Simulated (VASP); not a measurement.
# Mg15O17 (a cell with a defect) in VASP: further runs

The runs below take Mg15O17 (a cell with a defect) through single point, with PBE.

Everything below comes from runs of VASP 6.6.1. Logs are shortened: lines on timing, memory, paths and dates and some standing lists are left out, and cuts for length are marked.

## Step 1: The cell of the first run

The cell holds a defect, 32 atoms: a = 7.367 Å, b = 7.367 Å, c = 7.367 Å, α = 109.47°, β = 109.47°, γ = 109.47°.

## Step 2: Single point, PBE

Input file INCAR:

```
SYSTEM = Mg15O17
PREC = Accurate
ENCUT = 520
EDIFF = 1E-6
ISMEAR = 0
SIGMA = 0.01
LREAL = Auto
LASPH = .True.
NELM = 100
ALGO = Normal
ISIF = 2
LWAVE = .False.
LCHARG = .False.
GGA = PE
NBANDS = 88
```

Input file KPOINTS:

```
Automatic mesh
0
Gamma
  2 2 2
  0.5 0.5 0.5
```

Input file POSCAR:

```
Mg15O17
1.0
    4.2535896552      4.2535896552      4.2535896552
    4.2535896552     -4.2535896552     -4.2535896552
   -4.2535896552      4.2535896552     -4.2535896552
O Mg
17 15
Direct
    0.7508734621      0.0875104687      0.3373934361
    0.4846114670      0.7318022237      0.2479905862
    0.7509147547      0.7393028109     -0.0108086976
    0.5040481569      0.4948241896      0.4978560370
   -0.0023199076      0.7416254847      0.7447215943
    0.7509446467      0.4957513093      0.2491741731
    0.2509439514      0.7489158978      0.4987438462
   -0.0022350664      0.4948300583     -0.0084292034
    0.5041387985      0.2480849575      0.7447427446
    0.7510685491      0.2506360111      0.5004065831
    0.2473840600      0.4957777816      0.7456173671
    0.4844917854     -0.0018569037     -0.0185047909
    0.0171992568      0.2644339809      0.2480530036
    0.2509242262      0.2489752916     -0.0011377507
    0.7509069761     -0.0007603258      0.7455638231
    0.0174414416     -0.0018187007      0.5144671373
    0.2544893585     -0.0007594600      0.2491214318
   -0.0069311097     -0.0046742650      0.0030936310
    0.7510074443      0.7508750154      0.4949265543
    0.2508621925     -0.0012397186      0.7487077109
   -0.0068482516      0.7532088479      0.2452435796
    0.4884851644     -0.0158784127      0.4964683541
    0.2567663104      0.7508587170      0.0006845709
    0.7509512395      0.5084251587      0.7582756289
    0.0134321675      0.5090781783      0.4964772501
    0.5087805712      0.7532029368      0.7608706651
    0.7509073274      0.2450315859      0.0006591756
    0.2509381953      0.4989611892      0.2488409819
    0.5087973074      0.5109977880      0.0030412815
    0.0134895718      0.2465880288      0.7589615072
    0.2451898346      0.2450321685      0.4949548895
    0.4884544753      0.2465757382      0.2339135974
```

Potentials or basis: VASP PAW PBE potentials, release 64 (O, Mg).

On the command line:

```bash
$ cat potpaw_PBE.64/O/POTCAR potpaw_PBE.64/Mg/POTCAR > POTCAR
$ mpirun -np 1 vasp_std > vasp.out
```

OUTCAR:

```text
SYSTEM = Mg15O17
   PREC = Accurate
   ENCUT = 520
   EDIFF = 1E-6
   ISMEAR = 0
   LREAL = Auto
   LASPH = .True.
   NELM = 100
   ISIF = 2
   GGA = PE

 ion  position               nearest neighbor table
   1  0.751  0.088  0.337-  10 1.39  22 2.61  32 2.61  25 2.61  30 2.61
   2  0.485  0.732  0.248-  28 1.99  29 2.09  23 2.11  19 2.11  22 2.11
   3  0.751  0.739  0.989-  24 1.96  29 2.06  18 2.06  26 2.06  21 2.06
   4  0.504  0.495  0.498-  24 2.10  32 2.12  31 2.15  19 2.15  28 2.15  26 2.20
   5  0.998  0.742  0.745-  24 2.10  25 2.12  19 2.15  23 2.15  20 2.15  18 2.20
   6  0.751  0.496  0.249-  32 2.12  25 2.12  27 2.12  19 2.13  29 2.14  21 2.14
   7  0.251  0.749  0.499-  22 2.02  25 2.02  28 2.13  20 2.13  21 2.19  26 2.19
   8  0.998  0.495  0.992-  24 2.10  30 2.12  27 2.15  23 2.15  28 2.15  21 2.20
   9  0.504  0.248  0.745-  24 2.10  22 2.12  31 2.15  27 2.15  20 2.15  29 2.20
  10  0.751  0.251  0.500-   1 1.39  24 2.19  25 2.23  30 2.23  32 2.23  22 2.23
  11  0.247  0.496  0.746-  25 2.11  30 2.12  31 2.12  23 2.13  26 2.14  29 2.14
  12  0.484  0.998  0.981-  20 1.99  26 2.09  27 2.11  23 2.11  32 2.11
  13  0.017  0.264  0.248-  28 1.99  18 2.09  27 2.11  31 2.11  25 2.11
  14  0.251  0.249  0.999-  30 2.02  32 2.02  28 2.13  20 2.13  29 2.19  18 2.19
  15  0.751  0.999  0.746-  22 2.11  30 2.12  19 2.12  27 2.13  26 2.14  18 2.14
  16  0.017  0.998  0.514-  20 1.99  21 2.09  31 2.11  19 2.11  30 2.11
  17  0.254  0.999  0.249-  22 2.12  32 2.12  23 2.12  31 2.13  21 2.14  18 2.14
[... 16 lines left out ...]
  26  0.509  0.753  0.761-   3 2.06  12 2.09  15 2.14  11 2.14   7 2.19   4 2.20  18 2.91  29 2.91
                            24 2.93  23 2.96  27 2.96  22 2.98  25 2.98  20 3.03  31 3.06  19 3.06
  27  0.751  0.245  0.001-  12 2.11  13 2.11   6 2.12  15 2.13   9 2.15   8 2.15  26 2.96  18 2.96
                            32 2.98  25 2.99  28 3.01  20 3.01  22 3.03  30 3.03  24 3.04  29 3.06
  28  0.251  0.499  0.249-   2 1.99  13 1.99   7 2.13  14 2.13   4 2.15   8 2.15  25 2.92  22 2.92
                            30 2.95  32 2.95  27 3.01  31 3.01  23 3.01  19 3.01  18 3.03  29 3.03
  29  0.509  0.511  0.003-   3 2.06   2 2.09   6 2.14  11 2.14  14 2.19   9 2.20  21 2.91  26 2.91
                            24 2.93  19 2.96  23 2.96  32 2.98  30 2.98  28 3.03  27 3.06  31 3.06
  30  0.013  0.247  0.759-  14 2.02  16 2.11  11 2.12  15 2.12   8 2.12  10 2.23   1 2.61  20 2.92
                            28 2.95  29 2.98  18 2.98  31 2.98  19 2.98  23 3.03  27 3.03  24 3.15
  31  0.245  0.245  0.495-  16 2.11  13 2.11  11 2.12  17 2.13   9 2.15   4 2.15  21 2.96  18 2.96
                            30 2.98  25 2.99  20 3.01  28 3.01  22 3.03  32 3.03  24 3.04  29 3.06
  32  0.488  0.247  0.234-  14 2.02  12 2.11   6 2.12  17 2.12   4 2.12  10 2.23   1 2.61  20 2.92
                            28 2.95  29 2.98  18 2.98  27 2.98  23 2.98  19 3.03  31 3.03  24 3.15

  LATTYP: Found a body centered cubic cell.
 ALAT       =     8.5071793104

  Lattice vectors:

 A1 = (   4.2535896552,   4.2535896552,   4.2535896552)
 A2 = (   4.2535896552,  -4.2535896552,  -4.2535896552)
 A3 = (  -4.2535896552,   4.2535896552,  -4.2535896552)

Analysis of symmetry for initial positions (statically):
=====================================================================
 Subroutine PRICEL returns:
 Original cell was already a primitive cell.

 Routine SETGRP: Setting up the symmetry group for a
 body centered cubic supercell.

 Subroutine GETGRP returns: Found  1 space group operations
 (whereof  1 operations were pure point group operations)
 out of a pool of 48 trial point group operations.

The static configuration has the point symmetry C_1 .

Analysis of symmetry for dynamics (positions and initial velocities):
=====================================================================
 Subroutine PRICEL returns:
 Original cell was already a primitive cell.

 Routine SETGRP: Setting up the symmetry group for a
 body centered cubic supercell.

 Subroutine GETGRP returns: Found  1 space group operations
 (whereof  1 operations were pure point group operations)
 out of a pool of 48 trial point group operations.

The dynamic configuration has the point symmetry C_1 .

 Subroutine INISYM returns: Found  1 space group operations
 (whereof  1 operations are pure point group operations),
 and found     1 'primitive' translations

----------------------------------------------------------------------------------------

                                     Primitive cell

  volume of cell :     307.8412

  direct lattice vectors                    reciprocal lattice vectors
     4.253589655  4.253589655  4.253589655     0.117547775  0.117547775  0.000000000
     4.253589655 -4.253589655 -4.253589655     0.117547775  0.000000000 -0.117547775
[... 84 lines left out ...]
  Cartesian coordinates                     Fractional coordinates (reciprocal lattice)
     0.058773888  0.058773888  0.000000000     0.500000000  0.000000000  0.000000000
     0.058773888  0.000000000 -0.058773888     0.000000000  0.500000000  0.000000000
     0.000000000  0.058773888 -0.058773888     0.000000000  0.000000000  0.500000000

  Length of vectors
     0.083118829  0.083118829  0.083118829

  Shift w.r.t. Gamma in fractional coordinates (k-lattice)
     0.500000000  0.500000000  0.500000000

 Subroutine IBZKPT returns following result:
 ===========================================

 Found      4 irreducible k-points:

 Following reciprocal coordinates:
            Coordinates               Weight
  0.250000  0.250000  0.250000      2.000000
 -0.250000  0.250000  0.250000      2.000000
  0.250000 -0.250000  0.250000      2.000000
  0.250000  0.250000 -0.250000      2.000000
   k-points           NKPTS =      4   k-points in BZ     NKDIM =      4   number of bands    NBANDS=     88
   number of dos      NEDOS =    301   number of ions     NIONS =     32
   total plane-waves  NPLWV = 175616
   dimension x,y,z NGX =    56 NGY =   56 NGZ =   56
   dimension x,y,z NGXF=   112 NGYF=  112 NGZF=  112
   ions per type =              17  15
   NGX,Y,Z   is equivalent  to a cutoff of  12.64, 12.64, 12.64 a.u.
   NGXF,Y,Z  is equivalent  to a cutoff of  25.27, 25.27, 25.27 a.u.
 SYSTEM =  Mg15O17
   PREC   = accura    normal or accurate (medium, high low for compatibility)
   ISTART =      0    job   : 0-new  1-cont  2-samecut
   ICHARG =      2    charge: 1-file 2-atom 10-const
   ISPIN  =      1    spin polarized calculation?
   LNONCOLLINEAR =      F non collinear calculations
   LSORBIT =      F    spin-orbit coupling
   LASPH  =      T    aspherical Exc in radial PAW
   ENCUT  =  520.0 eV  38.22 Ry    6.18 a.u.  13.70 13.70 13.70*2*pi/ulx,y,z
   NELM   =    100;   NELMIN=  2; NELMDL= -5     # of ELM steps
   EDIFF  = 0.1E-05   stopping-criterion for ELM
   LREAL  =      T    real-space projection
   EDIFFG = 0.1E-04   stopping-criterion for IOM
   NSW    =      0    number of steps for IOM
   IBRION =     -1    ionic relax: 0-MD 1-quasi-New 2-CG
   NFREE  =      0    steps in history (QN), initial steepest desc. (CG)
   ISIF   =      2    stress and relaxation
   ISYM   =      2    0-nonsym 1-usesym 2-fastsym
   POTIM  = 0.5000    time-step for ionic-motion
   TEBEG  =    0.0;   TEEND  =   0.0 temperature during run
   PSTRESS=    0.0 pullay stress
   NELECT =     132.0000    total number of electrons
   NUPDOWN=      -1.0000    fix difference up-down
   EMIN   =  10.00;   EMAX   =-10.00  energy-range for DOS
   EFERMI =   0.00;   METHOD = LEGACY
   ISMEAR =     0;   SIGMA  =   0.01  broadening in eV -4-tet -1-fermi 0-gaus
   EFERMI_NEDOS =   21; number of points for ismear=-14 and -15
   IALGO  =     38    algorithm
   IMIX   =      4    mixing-type and parameters
     AMIX     =   0.40;   BMIX     =  1.00
     AMIX_MAG =   1.60;   BMIX_MAG =  1.00
  volume/ion in A,a.u.               =       9.62        64.92
  Fermi-wavevector in a.u.,A,eV,Ry     =   1.234498  2.332864 20.735094  1.523986
  Thomas-Fermi vector in A             =   2.369186
   LORBIT       =      0    0 simple, 1 ext, 2 COOP (PROOUT), +10 PAW based schemes
   GGA     = PE    functional components
   LHFCALC =     F    Hartree Fock is set to
   AEXX    =    0.0000 exact exchange contribution
   IVDW    =     0    specifies the selected vdW correction
   LEPSILON=     F    determine dielectric tensor
   LRPA    =     F    only Hartree local field effects (RPA)
 non-spin polarized calculation
 Gauss-broadening in eV      SIGMA  =   0.01
  energy-cutoff  :      520.00
  volume of cell :      307.84
 maximum number of plane-waves:      8280
 NGX is ok and might be reduce to    54
   NGX = 27   NGY = 27   NGZ = 27

 number of electron     132.0000005 magnetization

 Free energy of the ion-electron system (eV)
  ---------------------------------------------------
  ext. energy  EPLUGINS =         0.00000000
  ---------------------------------------------------
  free energy    TOTEN  =      -184.39091965 eV

  energy without entropy =     -184.39043684  energy(sigma->0) =     -184.39067824

 E-fermi :   3.3169     XC(G=0): -10.8969

 val. band max:        3.3019205770   @ k =   0.2500  -0.2500   0.2500
 cond. band min:       3.3318044238   @ k =   0.2500  -0.2500   0.2500
 fundamental gap:      0.0298838468
 Fermi energy:         3.3168785987

 k-point     1 :       0.2500    0.2500    0.2500
  band No.  band energies     occupation
      1     -20.2507      2.00000
      2     -13.7948      2.00000
      3     -13.7935      2.00000
      4     -13.6418      2.00000
      5     -13.4789      2.00000
      6     -13.0952      2.00000
[... 313 lines left out ...]
     77      11.7174      0.00000
     78      12.3543      0.00000
 [bands above 78 left out]

------------------------ aborting loop because EDIFF is reached ----------------------------------------

  FORCE on cell =-STRESS in cart. coord.  units (eV):
  Direction    XX          YY          ZZ          XY          YZ          ZX
  --------------------------------------------------------------------------------------
  -------------------------------------------------------------------------------------
  Total        5.4272930      5.4656970      1.3908388     -0.0036409      0.0000010     -0.0043245
  in kB       28.2466587     28.4465346      7.2387006     -0.0189494      0.0000050     -0.0225069
  external PRESSURE =      21.3106313 kB  Pullay stress =       0.0000000 kB

 VOLUME and BASIS-vectors are now :
 -----------------------------------------------------------------------------
  energy-cutoff  :      520.00
  volume of cell :      307.84
      direct lattice vectors                 reciprocal lattice vectors
     4.253589655  4.253589655  4.253589655     0.117547775  0.117547775  0.000000000
     4.253589655 -4.253589655 -4.253589655     0.117547775  0.000000000 -0.117547775
    -4.253589655  4.253589655 -4.253589655     0.000000000  0.117547775 -0.117547775

 POSITION                                       TOTAL-FORCE (eV/Angst)
 -----------------------------------------------------------------------------------
      2.13101      4.25681      1.38654        -0.000827      0.000900      0.384910
      4.11927      0.00340     -2.10630         0.009128     -0.000480      0.014043
      2.13116      4.25701     -4.15822         0.002075      0.000715     -0.021279
      2.13112      2.15691     -2.07844         0.001008     -0.003971      0.001498
      4.23055      4.25689     -2.07859         0.008596      0.000984      0.004526
      4.24305      2.14537      0.02560         0.003574     -0.000518      0.022769
[... 24 lines left out ...]
     -0.02013      2.10601     -2.10466         0.003936      0.001661     -0.013345
      2.13154      2.02383      0.03388        -0.001026     -0.005888     -0.006702
 -----------------------------------------------------------------------------------
    total drift:                               -0.005895     -0.005142     -0.000286

  FREE ENERGIE OF THE ION-ELECTRON SYSTEM (eV)
  ---------------------------------------------------
  free  energy   TOTEN  =      -184.3909196454 eV

  energy  without entropy=     -184.3904368367  energy(sigma->0) =     -184.39067824
```

Run time: 6 min. Hardware: 1 thread of AMD EPYC 7R43 (Zen 3), shared host; peak memory 0.39 GiB.

Results:

| Item | Value |
| --- | --- |
| Free energy | -184.3909 eV |
| Pressure | 2.1 GPa |
| Largest force | 0.385 eV/Å |
| Band gap on the k mesh | zero (bands 66 and 67 overlap by 0.08 eV) |

Forces in eV/Å, atoms in the order of the input:
```
O   -0.001  0.001  0.385
O    0.009  0.000  0.014
O    0.002  0.001 -0.021
O    0.001 -0.004  0.001
O    0.009  0.001  0.005
O    0.004 -0.001  0.023
O   -0.004  0.001 -0.002
O    0.001  0.004  0.003
O   -0.006  0.000  0.005
O   -0.007 -0.003 -0.380
O    0.002  0.003  0.023
O   -0.003  0.013  0.015
O   -0.003  0.000  0.016
O   -0.002  0.000  0.002
O    0.003  0.003  0.020
O   -0.001 -0.011  0.015
O    0.001  0.000  0.018
Mg  -0.004 -0.001 -0.006
Mg  -0.005  0.001 -0.013
Mg   0.004 -0.002 -0.023
Mg  -0.002 -0.008 -0.005
Mg  -0.006 -0.001 -0.005
Mg  -0.005 -0.002 -0.013
Mg  -0.001  0.000 -0.009
Mg   0.007 -0.001 -0.004
Mg  -0.002  0.007 -0.005
Mg   0.003 -0.002 -0.014
Mg  -0.004 -0.001 -0.013
Mg   0.005 -0.001 -0.007
Mg  -0.001  0.006 -0.006
Mg   0.004  0.002 -0.013
Mg  -0.001 -0.006 -0.007
```

Stress tensor (GPa, compression positive):
```
2.82 0.00 0.00
0.00 2.84 0.00
0.00 0.00 0.72
```

Levels at points of the mesh, in eV from the Fermi level:
| k point | band 62 | band 63 | band 64 | band 65 | band 66 | band 67 | band 68 | band 69 | band 70 | band 71 |
| --- | --- | --- | --- | --- | --- | --- | --- | --- | --- | --- |
| (0.25, 0.25, 0.25) | -0.76 | -0.76 | -0.64 | -0.56 | -0.04 | -0.04 | 4.74 | 6.53 | 6.53 | 6.58 |

Caveat: the k points lie up to 0.52 Å⁻¹ apart.

## Step 3: Single point, PBE

Input file INCAR:

```
SYSTEM = Mg15O17
PREC = Accurate ; ENCUT = 520
EDIFF = 1E-6 ; ISMEAR = 0
SIGMA = 0.01 ; LREAL = Auto
LASPH = .True. ; NELM = 60
ALGO = Normal ; ISIF = 2
LWAVE = .False. ; LCHARG = .True.
GGA = PE ; LELF = .True.
LVHAR = .True. ; NELECT = 130.0
NBANDS = 88
```

KPOINTS is that of step 2.

Input file POSCAR:

```
Mg15O17
1.0
    4.2535896552      4.2535896552      4.2535896552
    4.2535896552     -4.2535896552     -4.2535896552
   -4.2535896552      4.2535896552     -4.2535896552
O Mg
17 15
Direct
    0.7516869969      0.0556755061      0.3052459219
    0.4970807514      0.7485316315      0.2527237778
    0.7514841116      0.7420271423     -0.0082230982
    0.5029887330      0.4961965092      0.4975323673
   -0.0000516698      0.7446535672      0.7460690487
    0.7514717914      0.4977550489      0.2525167928
    0.2514975115      0.7519071899      0.5017196615
   -0.0000541526      0.4962451544     -0.0054685816
    0.5031012335      0.2477838294      0.7460388382
    0.7515499098      0.2106100146      0.4603291530
    0.2465273742      0.4977700751      0.7475848519
    0.4971004365      0.0029192444     -0.0017104359
    0.0057927206      0.2572781971      0.2527660502
    0.2514676138      0.2519113559      0.0017457434
    0.7514950775      0.0027749764      0.7475960358
    0.0059773438      0.0029206476      0.5071638449
    0.2564449106      0.0027533362      0.2525553816
   -0.0070235854     -0.0045469374      0.0037579150
    0.7515209830      0.7516906732      0.4997821897
    0.2515054004      0.0022647805      0.7520767834
   -0.0070313970      0.7540186102      0.2452556399
    0.4866924284     -0.0128501173      0.5017563053
    0.2531792172      0.7516371437      0.0014535104
    0.7514847458      0.5132934829      0.7631085545
    0.0163419389      0.5168954472      0.5018551922
    0.5100265038      0.7539701635      0.7622962688
    0.7514630056      0.2499662372      0.0013334695
    0.2515230606      0.5023084138      0.2520619015
    0.5100601385      0.5125633099      0.0038350361
    0.0163223258      0.2520088287      0.7665849341
    0.2498984359      0.2499707279      0.4998456236
    0.4866494767      0.2520046610      0.2369564406
```

Potentials or basis: VASP PAW PBE potentials, release 64 (O, Mg).

On the command line:

```bash
$ cat potpaw_PBE.64/O/POTCAR potpaw_PBE.64/Mg/POTCAR > POTCAR
$ mpirun -np 1 vasp_std > vasp.out
```

Wall time 5.1 min (1 thread of AMD EPYC 7R43 (Zen 3), shared host); peak memory 0.4 GiB.

It converged, with:

```yaml
Free_energy: -190.5691 eV
Largest_force: 0.559 eV/Å
```

Forces in eV/Å, atoms in the order of the input:
```
O   -0.006 -0.002  0.559
O   -0.013  0.001 -0.005
O    0.000  0.003 -0.011
O    0.000  0.010 -0.005
O   -0.005 -0.001 -0.001
O   -0.002  0.005 -0.002
O   -0.001 -0.001  0.001
O    0.002 -0.008  0.002
O    0.005 -0.002 -0.005
O    0.003  0.001 -0.548
O    0.000 -0.002  0.002
O   -0.001 -0.012 -0.006
O    0.015  0.001  0.000
O   -0.002 -0.004  0.004
O    0.005 -0.002  0.004
O   -0.001  0.011 -0.004
O    0.005  0.002  0.002
Mg   0.000  0.001  0.007
Mg  -0.007  0.004  0.002
Mg   0.001 -0.001  0.000
Mg   0.000  0.002  0.009
Mg  -0.008 -0.001  0.003
Mg  -0.005 -0.004 -0.001
Mg   0.001 -0.001 -0.027
Mg   0.005 -0.001  0.005
Mg   0.000 -0.001  0.008
Mg   0.004 -0.003 -0.004
Mg  -0.001  0.000  0.000
Mg  -0.001  0.000  0.007
Mg  -0.001  0.009  0.002
Mg   0.006  0.003  0.001
Mg   0.000 -0.005  0.003
```

Levels at points of the mesh, in eV from the Fermi level:
```tsv
k point	band 63	band 64	band 65	band 66	band 67	band 68
(0.25, 0.25, 0.25)	-0.23	-0.23	-0.05	0.15	0.15	5.19
```

Caveat: the cell carries a net charge on a neutralising background, which shifts energy and pressure; the cell is charged against a uniform background, so pressure and absolute levels hang on convention.
